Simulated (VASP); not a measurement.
# ZnO2 (Pa-3) in VASP: single point with LDA

Aim: the single point of ZnO2 with LDA.

Program: VASP 6.6.1. These are calculated values, not measurements. Logs are shortened: lines on timing, memory, paths and dates and some standing lists are left out, and cuts for length are marked.

**1. The cell of the first run**

It takes space group Pa-3 (No. 205, cubic). Conventional cell: a = 4.671 Å, b = 4.671 Å, c = 4.671 Å, α = 90.00°, β = 90.00°, γ = 90.00°. Within 2.9 Å of Zn (site symmetry -3) lie 12 O at 2.01 to 2.80 Å. O (site symmetry 3) has 1 O at 1.42 Å within 1.9 Å.

**2. Single point, LDA (8.49 Å³/atom)**

The input, INCAR:

```
PREC = Accurate
ENCUT = 520
EDIFF = 1E-6
ISMEAR = 0
SIGMA = 0.05
LREAL = F
LASPH = T
NELM = 100
ALGO = Normal
ISIF = 2
LWAVE = F
LCHARG = F
NBANDS = 60
```

The input, KPOINTS:

```
regular mesh
0
Gamma
  6 6 6
```

The input, POSCAR:

```
ZnO2
1.0
    4.6706790888      0.0000000000      0.0000000000
    0.0000000000      4.6706790888      0.0000000000
    0.0000000000      0.0000000000      4.6706790888
Zn O
4 8
Direct
    0.0000000000      0.5000000000      0.5000000000
    0.5000000000      0.5000000000      0.0000000000
    0.5000000000      0.0000000000      0.5000000000
    0.0000000000      0.0000000000      0.0000000000
    0.4124106094      0.0875893906      0.9124106094
    0.0875893906      0.9124106094      0.4124106094
    0.9124106094      0.4124106094      0.0875893906
    0.5875893906      0.5875893906      0.5875893906
    0.4124106094      0.4124106094      0.4124106094
    0.0875893906      0.5875893906      0.9124106094
    0.9124106094      0.0875893906      0.5875893906
    0.5875893906      0.9124106094      0.0875893906
```

Potentials or basis: VASP PAW LDA potentials, release 64 (Zn, O).

The run is started by

```sh
> cat potpaw_LDA.64/Zn/POTCAR potpaw_LDA.64/O/POTCAR > POTCAR
> mpirun -np 1 vasp_std > vasp.out
```

OUTCAR:

```text
PREC = Accurate
   ENCUT = 520
   EDIFF = 1E-6
   ISMEAR = 0
   LREAL = F
   LASPH = T
   NELM = 100
   ISIF = 2

 ion  position               nearest neighbor table
   1  0.000  0.500  0.500-   6 2.01   7 2.01   8 2.01   9 2.01  10 2.01  11 2.01
   2  0.500  0.500  0.000-   5 2.01   7 2.01   8 2.01   9 2.01  10 2.01  12 2.01
   3  0.500  0.000  0.500-   5 2.01   6 2.01   8 2.01   9 2.01  11 2.01  12 2.01
   4  0.000  0.000  0.000-   5 2.01   6 2.01   7 2.01  10 2.01  11 2.01  12 2.01
   5  0.412  0.088  0.912-  12 1.42   3 2.01   4 2.01   2 2.01
   6  0.088  0.912  0.412-  11 1.42   3 2.01   4 2.01   1 2.01
   7  0.912  0.412  0.088-  10 1.42   2 2.01   4 2.01   1 2.01
   8  0.588  0.588  0.588-   9 1.42   2 2.01   3 2.01   1 2.01
   9  0.412  0.412  0.412-   8 1.42   2 2.01   3 2.01   1 2.01
  10  0.088  0.588  0.912-   7 1.42   2 2.01   4 2.01   1 2.01
  11  0.912  0.088  0.588-   6 1.42   3 2.01   4 2.01   1 2.01
  12  0.588  0.912  0.088-   5 1.42   3 2.01   4 2.01   2 2.01

  LATTYP: Found a simple cubic cell.
 ALAT       =     4.6706790888

  Lattice vectors:

 A1 = (   4.6706790888,   0.0000000000,   0.0000000000)
 A2 = (   0.0000000000,   4.6706790888,   0.0000000000)
 A3 = (   0.0000000000,   0.0000000000,   4.6706790888)

Analysis of symmetry for initial positions (statically):
=====================================================================
 Subroutine PRICEL returns:
 Original cell was already a primitive cell.

 Routine SETGRP: Setting up the symmetry group for a
 simple cubic supercell.

 Subroutine GETGRP returns: Found 24 space group operations
 (whereof  6 operations were pure point group operations)
 out of a pool of 48 trial point group operations.

The static configuration has the point symmetry S_6 .
 The point group associated with its full space group is T_h .

Analysis of symmetry for dynamics (positions and initial velocities):
=====================================================================
 Subroutine PRICEL returns:
 Original cell was already a primitive cell.

 Routine SETGRP: Setting up the symmetry group for a
 simple cubic supercell.

 Subroutine GETGRP returns: Found 24 space group operations
 (whereof  6 operations were pure point group operations)
 out of a pool of 48 trial point group operations.

The dynamic configuration has the point symmetry S_6 .
 The point group associated with its full space group is T_h .

 Subroutine INISYM returns: Found 24 space group operations
 (whereof  6 operations are pure point group operations),
 and found     1 'primitive' translations

----------------------------------------------------------------------------------------

                                     Primitive cell

  volume of cell :     101.8920

  direct lattice vectors                    reciprocal lattice vectors
     4.670679089  0.000000000  0.000000000     0.214101629  0.000000000  0.000000000
     0.000000000  4.670679089  0.000000000     0.000000000  0.214101629  0.000000000
     0.000000000  0.000000000  4.670679089     0.000000000  0.000000000  0.214101629

  length of vectors
     4.670679089  4.670679089  4.670679089     0.214101629  0.214101629  0.214101629

  position of ions in fractional coordinates (direct lattice)
     0.000000000  0.500000000  0.500000000
     0.500000000  0.500000000  0.000000000
     0.500000000  0.000000000  0.500000000
     0.000000000  0.000000000  0.000000000
     0.412410609  0.087589391  0.912410609
     0.087589391  0.912410609  0.412410609
     0.912410609  0.412410609  0.087589391
     0.587589391  0.587589391  0.587589391
     0.412410609  0.412410609  0.412410609
     0.087589391  0.587589391  0.912410609
     0.912410609  0.087589391  0.587589391
     0.587589391  0.912410609  0.087589391

  ion indices of the primitive-cell ions
   primitive index   ion index
                 1           1
                 2           2
                 3           3
                 4           4
                 5           5
                 6           6
                 7           7
                 8           8
                 9           9
                10          10
                11          11
                12          12

----------------------------------------------------------------------------------------

 KPOINTS: regular mesh

Automatic generation of k-mesh.
 Grid dimensions read from file:
 generate k-points for:    6    6    6

 Generating k-lattice:

  Cartesian coordinates                     Fractional coordinates (reciprocal lattice)
     0.035683605  0.000000000  0.000000000     0.166666667  0.000000000  0.000000000
     0.000000000  0.035683605  0.000000000     0.000000000  0.166666667  0.000000000
     0.000000000  0.000000000  0.035683605     0.000000000  0.000000000  0.166666667

  Length of vectors
     0.035683605  0.035683605  0.035683605

  Shift w.r.t. Gamma in fractional coordinates (k-lattice)
     0.000000000  0.000000000  0.000000000

 Subroutine IBZKPT returns following result:
 ===========================================

 Found     24 irreducible k-points:

 Following reciprocal coordinates:
            Coordinates               Weight
  0.000000  0.000000  0.000000      1.000000
  0.166667  0.000000  0.000000      6.000000
  0.333333  0.000000  0.000000      6.000000
  0.500000  0.000000  0.000000      3.000000
  0.166667  0.166667  0.000000     12.000000
  0.333333  0.166667  0.000000     12.000000
[... 16 lines left out ...]
  0.500000  0.500000  0.333333      6.000000
  0.500000  0.500000  0.500000      1.000000
   k-points           NKPTS =     24   k-points in BZ     NKDIM =     24   number of bands    NBANDS=     60
   number of dos      NEDOS =    301   number of ions     NIONS =     12
   total plane-waves  NPLWV =  46656
   dimension x,y,z NGX =    36 NGY =   36 NGZ =   36
   dimension x,y,z NGXF=    72 NGYF=   72 NGZF=   72
   ions per type =               4   8
   NGX,Y,Z   is equivalent  to a cutoff of  12.81, 12.81, 12.81 a.u.
   NGXF,Y,Z  is equivalent  to a cutoff of  25.63, 25.63, 25.63 a.u.
 SYSTEM =  unknown system
   PREC   = accura    normal or accurate (medium, high low for compatibility)
   ISTART =      0    job   : 0-new  1-cont  2-samecut
   ICHARG =      2    charge: 1-file 2-atom 10-const
   ISPIN  =      1    spin polarized calculation?
   LNONCOLLINEAR =      F non collinear calculations
   LSORBIT =      F    spin-orbit coupling
   LASPH  =      T    aspherical Exc in radial PAW
   ENCUT  =  520.0 eV  38.22 Ry    6.18 a.u.   8.68  8.68  8.68*2*pi/ulx,y,z
   NELM   =    100;   NELMIN=  2; NELMDL= -5     # of ELM steps
   EDIFF  = 0.1E-05   stopping-criterion for ELM
   LREAL  =      F    real-space projection
[... 7 lines left out ...]
   TEBEG  =    0.0;   TEEND  =   0.0 temperature during run
   PSTRESS=    0.0 pullay stress
   NELECT =      96.0000    total number of electrons
   NUPDOWN=      -1.0000    fix difference up-down
   EMIN   =  10.00;   EMAX   =-10.00  energy-range for DOS
   EFERMI =   0.00;   METHOD = LEGACY
   ISMEAR =     0;   SIGMA  =   0.05  broadening in eV -4-tet -1-fermi 0-gaus
   EFERMI_NEDOS =   21; number of points for ismear=-14 and -15
   IALGO  =     38    algorithm
   IMIX   =      4    mixing-type and parameters
     AMIX     =   0.40;   BMIX     =  1.00
     AMIX_MAG =   1.60;   BMIX_MAG =  1.00
  volume/ion in A,a.u.               =       8.49        57.30
  Fermi-wavevector in a.u.,A,eV,Ry     =   1.604914  3.032848 35.045210  2.575750
  Thomas-Fermi vector in A             =   2.701344
   LORBIT       =      0    0 simple, 1 ext, 2 COOP (PROOUT), +10 PAW based schemes
   GGA     = CA    functional components
   LHFCALC =     F    Hartree Fock is set to
   AEXX    =    0.0000 exact exchange contribution
   IVDW    =     0    specifies the selected vdW correction
   LEPSILON=     F    determine dielectric tensor
   LRPA    =     F    only Hartree local field effects (RPA)
 non-spin polarized calculation
 Gauss-broadening in eV      SIGMA  =   0.05
  energy-cutoff  :      520.00
  volume of cell :      101.89
 maximum number of plane-waves:      2800
   NGX = 17   NGY = 17   NGZ = 17

 number of electron      95.9999827 magnetization

 Free energy of the ion-electron system (eV)
  ---------------------------------------------------
  ext. energy  EPLUGINS =         0.00000000
  ---------------------------------------------------
  free energy    TOTEN  =       -62.15197251 eV

  energy without entropy =      -62.15197251  energy(sigma->0) =      -62.15197251

 E-fermi :   4.8550     XC(G=0): -12.9546

 val. band max:        4.5456440725   @ k =   0.0000   0.0000   0.0000
 cond. band min:       7.1598870735   @ k =   0.1667   0.1667   0.1667
 fundamental gap:      2.6142430009
 Fermi energy:         4.8550148802

 k-point     1 :       0.0000    0.0000    0.0000
  band No.  band energies     occupation
      1     -19.6498      2.00000
      2     -18.6839      2.00000
      3     -18.6839      2.00000
      4     -18.6839      2.00000
      5     -11.8703      2.00000
      6     -11.8703      2.00000
[... 52 lines left out ...]
     59      15.1943      0.00000
     60      15.8184      0.00000

 k-point     2 :       0.1667    0.0000    0.0000
  band No.  band energies     occupation
      1     -19.5853      2.00000
      2     -18.7475      2.00000
      3     -18.6740      2.00000
      4     -18.6740      2.00000
      5     -11.8884      2.00000
      6     -11.8778      2.00000
[... 52 lines left out ...]
     59      15.1548      0.00000
     60      15.1747      0.00000

 k-point     3 :       0.3333    0.0000    0.0000
  band No.  band energies     occupation
      1     -19.4087      2.00000
      2     -18.9232      2.00000
      3     -18.6539      2.00000
      4     -18.6537      2.00000
      5     -11.9163      2.00000
      6     -11.8981      2.00000
[... 1312 lines left out ...]
     59      12.5411      0.00000
     60      12.5411      0.00000

 k-point    24 :       0.5000    0.5000    0.5000
  band No.  band energies     occupation
      1     -18.8221      2.00000
      2     -18.8221      2.00000
      3     -18.8221      2.00000
      4     -18.8221      2.00000
      5     -12.1498      2.00000
      6     -12.1498      2.00000
[... 52 lines left out ...]
     59      11.9033      0.00000
     60      11.9033      0.00000

------------------------ aborting loop because EDIFF is reached ----------------------------------------

  FORCE on cell =-STRESS in cart. coord.  units (eV):
  Direction    XX          YY          ZZ          XY          YZ          ZX
  --------------------------------------------------------------------------------------
  -------------------------------------------------------------------------------------
  Total       13.8173996     13.8173996     13.8173996      0.0000000      0.0000000      0.0000000
  in kB      217.2685229    217.2685229    217.2685229      0.0000000      0.0000000      0.0000000
  external PRESSURE =     217.2685229 kB  Pullay stress =       0.0000000 kB

 VOLUME and BASIS-vectors are now :
 -----------------------------------------------------------------------------
  energy-cutoff  :      520.00
  volume of cell :      101.89
      direct lattice vectors                 reciprocal lattice vectors
     4.670679089  0.000000000  0.000000000     0.214101629  0.000000000  0.000000000
     0.000000000  4.670679089  0.000000000     0.000000000  0.214101629  0.000000000
     0.000000000  0.000000000  4.670679089     0.000000000  0.000000000  0.214101629

 POSITION                                       TOTAL-FORCE (eV/Angst)
 -----------------------------------------------------------------------------------
      0.00000      2.33534      2.33534         0.000000      0.000000     -0.000000
      2.33534      2.33534      0.00000         0.000000      0.000000     -0.000000
      2.33534      0.00000      2.33534         0.000000      0.000000     -0.000000
      0.00000      0.00000      0.00000         0.000000      0.000000     -0.000000
      1.92624      0.40910      4.26158        -0.562837      0.562837     -0.562837
      0.40910      4.26158      1.92624         0.562837     -0.562837     -0.562837
      4.26158      1.92624      0.40910        -0.562837     -0.562837      0.562837
      2.74444      2.74444      2.74444         0.562837      0.562837      0.562837
      1.92624      1.92624      1.92624        -0.562837     -0.562837     -0.562837
      0.40910      2.74444      4.26158         0.562837      0.562837     -0.562837
      4.26158      0.40910      2.74444        -0.562837      0.562837      0.562837
      2.74444      4.26158      0.40910         0.562837     -0.562837      0.562837
 -----------------------------------------------------------------------------------
    total drift:                                0.000000      0.000000      0.000000

  FREE ENERGIE OF THE ION-ELECTRON SYSTEM (eV)
  ---------------------------------------------------
  free  energy   TOTEN  =       -62.1519725092 eV

  energy  without entropy=      -62.1519725092  energy(sigma->0) =      -62.15197251
```

Run time: 2 min. Hardware: 1 thread of Intel Xeon Platinum 8488C (Sapphire Rapids), shared host; peak memory 0.23 GiB.

Results:

```
Free energy            : -62.1520 eV
Pressure               : 21.7 GPa
Largest force          : 0.975 eV/Å
Band gap on the k mesh : 2.61 eV (least direct gap 2.79 eV)
```

Forces in eV/Å, atoms in the order of the input:
```
Zn   0.000  0.000  0.000
Zn   0.000  0.000  0.000
Zn   0.000  0.000  0.000
Zn   0.000  0.000  0.000
O   -0.563  0.563 -0.563
O    0.563 -0.563 -0.563
O   -0.563 -0.563  0.563
O    0.563  0.563  0.563
O   -0.563 -0.563 -0.563
O    0.563  0.563 -0.563
O   -0.563  0.563  0.563
O    0.563 -0.563  0.563
```

Caveat: the cell stands under pressure. A k mesh can miss the band edges.
